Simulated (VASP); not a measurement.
Here is a VASP 6.6.1 calculation.

INCAR

```
SYSTEM = C
PREC = Accurate
ENCUT = 520
EDIFF = 1E-6
ISMEAR = 1
SIGMA = 0.1
LREAL = .FALSE.
LASPH = .TRUE.
NELM = 100
ALGO = Normal
ISIF = 2
LWAVE = .FALSE.
LCHARG = .FALSE.
GGA = PS
NBANDS = 11
```

The input KPOINTS:

```
Automatic mesh
0
G
  4 4 1
  0 0 0
```

Contents of POSCAR:

```
C
1.0
    2.4561700000      0.0000000000      0.0000000000
   -1.2280850000      2.1271060000      0.0000000000
    0.0000000000      0.0000000000      8.5238030000
C
2
Direct
    0.3333333333      0.6666666667      0.0000000000
    0.6666666667      0.3333333333      0.0000000000
```

Potentials or basis: VASP PAW PBE potentials, release 64 (C).

The run is started by

```bash
$ cat potpaw_PBE.64/C/POTCAR > POTCAR
$ mpirun -np 1 vasp_std > vasp.out
```

**Question.** What does it give for the band gap on the k mesh?

**Answer.** 4.04 eV, direct.

Caveat: the k points lie up to 0.74 Å⁻¹ apart.
